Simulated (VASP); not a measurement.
AlP: single point with LDA

The system is AlP.

```
Al P
1.0
     0.00000    2.57570    2.57570
     2.57570    0.00000    2.57570
     2.57570    2.57570    0.00000
Al P
1 1
Direct
  0.00000 0.00000 0.00000
  0.75000 0.75000 0.75000
```

```
Program             : VASP 6.6.1
Task                : single point
Functional          : LDA
Potentials or basis : VASP PAW LDA potentials, release 64 (Al, P)
Cutoff              : 500 eV
k mesh              : 8 × 8 × 8
Occupations         : gaussian, width 0.01 eV
Spin                : no spin polarisation
```

```
Pressure               : 20.1 GPa
Band gap on the k mesh : 1.05 eV, indirect (least direct gap 3.55 eV)
```

Levels at points of the mesh, in eV from the valence-band top:
```tsv
k point	band 1	band 2	band 3	band 4	band 5	band 6	band 7	band 8
(0.00, 0.00, 0.00)	-12.60	0.00	0.00	0.00	4.66	4.70	4.70	4.70
(0.50, 0.00, 0.00)	-10.43	-6.43	-0.87	-0.87	3.33	4.74	4.74	8.52
(0.50, 0.50, 0.00)	-9.57	-6.00	-2.50	-2.50	1.05	2.23	12.32	12.32
```

Run time: 8.9 s on 1 thread of Intel Xeon 6975P-C, on a shared host, peak memory 0.13 GiB.

A k mesh can miss the band edges. A hybrid or GW would open this gap; LDA tends to underestimate it.
